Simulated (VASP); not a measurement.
# HfN (Fm-3m) in VASP: notebook

The runs below take HfN through single point, with PBE.

Everything below comes from runs of VASP 6.6.1. Logs are shortened: lines on timing, memory, paths and dates and some standing lists are left out, and cuts for length are marked.

## 1. The cell of the first run

It takes space group Fm-3m (No. 225, cubic). Conventional cell: a = 4.420 Å, b = 4.420 Å, c = 4.420 Å, α = 90.00°, β = 90.00°, γ = 90.00°. Hf (site symmetry m-3m) has 6 N at 2.21 Å within 2.9 Å. Within 2.9 Å of N (site symmetry m-3m) lie 6 Hf at 2.21 Å.

## 2. Single point, PBE

Contents of INCAR:

```
SYSTEM = HfN
PREC = Accurate ; ENCUT = 520
EDIFF = 1E-7 ; ISMEAR = 1
SIGMA = 0.1 ; LREAL = .False.
LASPH = .True. ; NELM = 60
ALGO = Normal ; ISIF = 2
LWAVE = .False. ; LCHARG = .False.
GGA = PE ; NBANDS = 14
```

Contents of KPOINTS:

```
regular mesh
0
Gamma
  9 9 9
  0 0 0
```

Contents of POSCAR:

```
HfN
1.0
    0.0000000000      2.2099462613      2.2099462613
    2.2099462613      0.0000000000      2.2099462613
    2.2099462613      2.2099462613      0.0000000000
Hf N
1 1
Direct
    0.0000000000      0.0000000000      0.0000000000
    0.5000000000      0.5000000000      0.5000000000
```

Potentials or basis: VASP PAW PBE potentials, release 64 (Hf_pv, N).

Launch:

```sh
$ cat potpaw_PBE.64/Hf_pv/POTCAR potpaw_PBE.64/N/POTCAR > POTCAR
$ mpirun -np 1 vasp_std > vasp.out
```

OUTCAR:

```text
SYSTEM = HfN
   PREC = Accurate
   ENCUT = 520
   EDIFF = 1E-7
   ISMEAR = 1
   LREAL = .False.
   LASPH = .True.
   NELM = 60
   ISIF = 2
   GGA = PE

 ion  position               nearest neighbor table
   1  0.000  0.000  0.000-   2 2.21   2 2.21   2 2.21   2 2.21   2 2.21   2 2.21
   2  0.500  0.500  0.500-   1 2.21   1 2.21   1 2.21   1 2.21   1 2.21   1 2.21

  LATTYP: Found a face centered cubic cell.
 ALAT       =     4.4198925226

  Lattice vectors:

 A1 = (   0.0000000000,   2.2099462613,   2.2099462613)
 A2 = (   2.2099462613,   0.0000000000,   2.2099462613)
 A3 = (   2.2099462613,   2.2099462613,   0.0000000000)

Analysis of symmetry for initial positions (statically):
=====================================================================
 Subroutine PRICEL returns:
 Original cell was already a primitive cell.

 Routine SETGRP: Setting up the symmetry group for a
 face centered cubic supercell.

 Subroutine GETGRP returns: Found 48 space group operations
 (whereof 48 operations were pure point group operations)
 out of a pool of 48 trial point group operations.

The static configuration has the point symmetry O_h .

Analysis of symmetry for dynamics (positions and initial velocities):
=====================================================================
 Subroutine PRICEL returns:
 Original cell was already a primitive cell.

 Routine SETGRP: Setting up the symmetry group for a
 face centered cubic supercell.

 Subroutine GETGRP returns: Found 48 space group operations
 (whereof 48 operations were pure point group operations)
 out of a pool of 48 trial point group operations.

The dynamic configuration has the point symmetry O_h .

 Subroutine INISYM returns: Found 48 space group operations
 (whereof 48 operations are pure point group operations),
 and found     1 'primitive' translations

----------------------------------------------------------------------------------------

                                     Primitive cell

  volume of cell :      21.5861

  direct lattice vectors                    reciprocal lattice vectors
     0.000000000  2.209946261  2.209946261    -0.226249845  0.226249845  0.226249845
     2.209946261  0.000000000  2.209946261     0.226249845 -0.226249845  0.226249845
     2.209946261  2.209946261  0.000000000     0.226249845  0.226249845 -0.226249845

  length of vectors
     3.125335975  3.125335975  3.125335975     0.391876227  0.391876227  0.391876227

  position of ions in fractional coordinates (direct lattice)
     0.000000000  0.000000000  0.000000000
     0.500000000  0.500000000  0.500000000

  ion indices of the primitive-cell ions
   primitive index   ion index
                 1           1
                 2           2

----------------------------------------------------------------------------------------

 KPOINTS: regular mesh

Automatic generation of k-mesh.
 Grid dimensions read from file:
 generate k-points for:    9    9    9

 Generating k-lattice:

  Cartesian coordinates                     Fractional coordinates (reciprocal lattice)
    -0.025138872  0.025138872  0.025138872     0.111111111  0.000000000  0.000000000
     0.025138872 -0.025138872  0.025138872     0.000000000  0.111111111  0.000000000
     0.025138872  0.025138872 -0.025138872     0.000000000  0.000000000  0.111111111

  Length of vectors
     0.043541803  0.043541803  0.043541803

  Shift w.r.t. Gamma in fractional coordinates (k-lattice)
     0.000000000  0.000000000  0.000000000

 Subroutine IBZKPT returns following result:
 ===========================================

 Found     35 irreducible k-points:

 Following reciprocal coordinates:
            Coordinates               Weight
  0.000000  0.000000  0.000000      1.000000
  0.111111  0.000000  0.000000      8.000000
  0.222222  0.000000  0.000000      8.000000
  0.333333  0.000000  0.000000      8.000000
  0.444444  0.000000  0.000000      8.000000
  0.111111  0.111111  0.000000      6.000000
[... 16 lines left out ...]
 -0.333333  0.333333  0.000000     12.000000
  0.444444  0.444444  0.000000      6.000000
 [... further k-points ...]
   k-points           NKPTS =     35   k-points in BZ     NKDIM =     35   number of bands    NBANDS=     14
   number of dos      NEDOS =    301   number of ions     NIONS =      2
   total plane-waves  NPLWV =  13824
   dimension x,y,z NGX =    24 NGY =   24 NGZ =   24
   dimension x,y,z NGXF=    48 NGYF=   48 NGZF=   48
   ions per type =               1   1
   NGX,Y,Z   is equivalent  to a cutoff of  12.77, 12.77, 12.77 a.u.
   NGXF,Y,Z  is equivalent  to a cutoff of  25.53, 25.53, 25.53 a.u.
 SYSTEM =  HfN
   PREC   = accura    normal or accurate (medium, high low for compatibility)
   ISTART =      0    job   : 0-new  1-cont  2-samecut
   ICHARG =      2    charge: 1-file 2-atom 10-const
   ISPIN  =      1    spin polarized calculation?
   LNONCOLLINEAR =      F non collinear calculations
   LSORBIT =      F    spin-orbit coupling
   LASPH  =      T    aspherical Exc in radial PAW
   ENCUT  =  520.0 eV  38.22 Ry    6.18 a.u.   5.81  5.81  5.81*2*pi/ulx,y,z
   NELM   =     60;   NELMIN=  2; NELMDL= -5     # of ELM steps
   EDIFF  = 0.1E-06   stopping-criterion for ELM
   LREAL  =      F    real-space projection
   EDIFFG = 0.1E-05   stopping-criterion for IOM
   NSW    =      0    number of steps for IOM
   IBRION =     -1    ionic relax: 0-MD 1-quasi-New 2-CG
   NFREE  =      0    steps in history (QN), initial steepest desc. (CG)
   ISIF   =      2    stress and relaxation
   ISYM   =      2    0-nonsym 1-usesym 2-fastsym
   POTIM  = 0.5000    time-step for ionic-motion
   TEBEG  =    0.0;   TEEND  =   0.0 temperature during run
   PSTRESS=    0.0 pullay stress
   NELECT =      15.0000    total number of electrons
   NUPDOWN=      -1.0000    fix difference up-down
   EMIN   =  10.00;   EMAX   =-10.00  energy-range for DOS
   EFERMI =   0.00;   METHOD = LEGACY
   ISMEAR =     1;   SIGMA  =   0.10  broadening in eV -4-tet -1-fermi 0-gaus
   EFERMI_NEDOS =   21; number of points for ismear=-14 and -15
   IALGO  =     38    algorithm
   IMIX   =      4    mixing-type and parameters
     AMIX     =   0.40;   BMIX     =  1.00
     AMIX_MAG =   1.60;   BMIX_MAG =  1.00
  volume/ion in A,a.u.               =      10.79        72.84
  Fermi-wavevector in a.u.,A,eV,Ry     =   1.450041  2.740180 28.607857  2.102618
  Thomas-Fermi vector in A             =   2.567698
   LORBIT       =      0    0 simple, 1 ext, 2 COOP (PROOUT), +10 PAW based schemes
   GGA     = PE    functional components
   LHFCALC =     F    Hartree Fock is set to
   AEXX    =    0.0000 exact exchange contribution
   IVDW    =     0    specifies the selected vdW correction
   LEPSILON=     F    determine dielectric tensor
   LRPA    =     F    only Hartree local field effects (RPA)
 non-spin polarized calculation
 Methfessel and Paxton  Order N= 1 SIGMA  =   0.10
  energy-cutoff  :      520.00
  volume of cell :       21.59
 maximum number of plane-waves:       592
   NGX = 11   NGY = 11   NGZ = 11

 number of electron      15.0000002 magnetization

 Free energy of the ion-electron system (eV)
  ---------------------------------------------------
  ext. energy  EPLUGINS =         0.00000000
  ---------------------------------------------------
  free energy    TOTEN  =       -21.63965527 eV

  energy without entropy =      -21.63818396  energy(sigma->0) =      -21.63916483

 E-fermi :   8.9633     XC(G=0): -13.0832

 val. band max:        8.9524485641   @ k =   0.4444   0.2222   0.1111
 cond. band min:       9.0232340317   @ k =   0.1111   0.0000   0.0000
 fundamental gap:      0.0707854676
 Fermi energy:         8.9633389686

 k-point     1 :       0.0000    0.0000    0.0000
  band No.  band energies     occupation
      1     -21.9116      2.00000
      2     -21.9116      2.00000
      3     -21.9116      2.00000
      4      -8.9160      2.00000
      5       5.8822      2.00000
      6       5.8822      2.00000
      7       5.8822      2.00000
      8       8.5949      2.00000
      9       8.5949      2.00000
     10       8.5949      2.00000
     11      11.1129      0.00000
     12      11.1129      0.00000
     13      11.4365      0.00000
     14      18.7078      0.00000

 k-point     2 :       0.1111    0.0000    0.0000
  band No.  band energies     occupation
      1     -22.0713      2.00000
      2     -21.9241      2.00000
      3     -21.9241      2.00000
      4      -8.5925      2.00000
      5       4.7539      2.00000
      6       5.1733      2.00000
      7       5.1733      2.00000
      8       8.8950      1.90789
      9       9.0232      0.16091
     10       9.0232      0.16091
     11      12.0908      0.00000
     12      12.0908      0.00000
     13      12.2653      0.00000
     14      19.7235      0.00000

 k-point     3 :       0.2222    0.0000    0.0000
  band No.  band energies     occupation
      1     -22.4525      2.00000
      2     -21.9555      2.00000
      3     -21.9555      2.00000
      4      -7.7533      2.00000
      5       2.7985      2.00000
      6       3.9790      2.00000
      7       3.9790      2.00000
      8       9.4253     -0.00000
      9      10.0822     -0.00000
     10      10.0822     -0.00000
     11      13.8990      0.00000
     12      14.1973      0.00000
     13      14.1973      0.00000
     14      21.4944      0.00000

 k-point     4 :       0.3333    0.0000    0.0000
  band No.  band energies     occupation
      1     -22.8522      2.00000
      2     -21.9907      2.00000
      3     -21.9907      2.00000
      4      -6.7141      2.00000
      5       1.0187      2.00000
      6       3.0282      2.00000
      7       3.0282      2.00000
      8      10.4543     -0.00000
      9      11.5428      0.00000
     10      11.5428      0.00000
     11      14.9583      0.00000
     12      16.4946      0.00000
     13      16.4946      0.00000
     14      21.4745      0.00000

 k-point     5 :       0.4444    0.0000    0.0000
  band No.  band energies     occupation
      1     -23.0969      2.00000
      2     -22.0135      2.00000
      3     -22.0135      2.00000
      4      -5.9174      2.00000
      5      -0.1255      2.00000
      6       2.5231      2.00000
      7       2.5231      2.00000
      8      12.0247      0.00000
      9      12.8202      0.00000
     10      12.8202      0.00000
     11      14.2585      0.00000
[... 276 lines left out ...]
 k-point    22 :      -0.4444    0.3333    0.0000
  band No.  band energies     occupation
      1     -22.8060      2.00000
      2     -22.4820      2.00000
      3     -22.2103      2.00000
      4      -7.1950      2.00000
      5       2.5451      2.00000
      6       3.3906      2.00000
      7       4.0144      2.00000
      8       7.6762      2.00000
      9      13.4702      0.00000
     10      14.0804      0.00000
     11      15.7018      0.00000
     12      15.9958      0.00000
     13      18.5994      0.00000
     14      20.2212      0.00000

 k-point    23 :      -0.3333    0.3333    0.0000
  band No.  band energies     occupation
      1     -22.7133      2.00000
      2     -22.6273      2.00000
      3     -22.1388      2.00000
      4      -6.7826      2.00000
      5       1.6107      2.00000
      6       3.2926      2.00000
      7       3.3639      2.00000
      8       9.5812     -0.00000
      9      12.3658      0.00000
     10      13.0468      0.00000
     11      15.2034      0.00000
     12      17.6094      0.00000
     13      19.8838      0.00000
     14      21.5185      0.00000

 k-point    24 :       0.4444    0.4444    0.0000
  band No.  band energies     occupation
      1     -22.8887      2.00000
      2     -22.2875      2.00000
      3     -22.2875      2.00000
      4      -7.7637      2.00000
      5       3.3519      2.00000
      6       4.9431      2.00000
      7       5.2351      2.00000
      8       5.2351      2.00000
      9      13.3566      0.00000
     10      14.9431      0.00000
     11      14.9431      0.00000
     12      15.1288      0.00000
     13      18.1272      0.00000
     14      19.0961      0.00000

 [... further k-points ...]
[... 5 lines left out ...]
  --------------------------------------------------------------------------------------
  -------------------------------------------------------------------------------------
  Total        3.3024291      3.3024291      3.3024291      0.0000000      0.0000000      0.0000000
  in kB      245.1144708    245.1144708    245.1144708      0.0000000      0.0000000      0.0000000
  external PRESSURE =     245.1144708 kB  Pullay stress =       0.0000000 kB

 VOLUME and BASIS-vectors are now :
 -----------------------------------------------------------------------------
  energy-cutoff  :      520.00
  volume of cell :       21.59
      direct lattice vectors                 reciprocal lattice vectors
     0.000000000  2.209946261  2.209946261    -0.226249845  0.226249845  0.226249845
     2.209946261  0.000000000  2.209946261     0.226249845 -0.226249845  0.226249845
     2.209946261  2.209946261  0.000000000     0.226249845  0.226249845 -0.226249845

 POSITION                                       TOTAL-FORCE (eV/Angst)
 -----------------------------------------------------------------------------------
      0.00000      0.00000      0.00000         0.000000      0.000000      0.000000
      2.20995      2.20995      2.20995        -0.000000     -0.000000     -0.000000
 -----------------------------------------------------------------------------------
    total drift:                                0.000000     -0.000000     -0.000000

  FREE ENERGIE OF THE ION-ELECTRON SYSTEM (eV)
  ---------------------------------------------------
  free  energy   TOTEN  =       -21.6396552681 eV

  energy  without entropy=      -21.6381839553  energy(sigma->0) =      -21.63916483
```

Wall time 9.9 s (1 thread of AMD EPYC 7R13 (Zen 3), shared host); peak memory 0.11 GiB.

What came out:

* Free energy: -21.6397 eV
* Pressure: 24.5 GPa

Levels at points of the mesh, in eV from the Fermi level:
| k point | band 4 | band 5 | band 6 | band 7 | band 8 | band 9 | band 10 | band 11 | band 12 | band 13 |
| --- | --- | --- | --- | --- | --- | --- | --- | --- | --- | --- |
| (0.00, 0.00, 0.00) | -17.88 | -3.08 | -3.08 | -3.08 | -0.37 | -0.37 | -0.37 | 2.15 | 2.15 | 2.47 |

Caveat: spin-orbit coupling is left out, which moves the levels of the heavy elements.

(Part 1 of 2 ends here.)
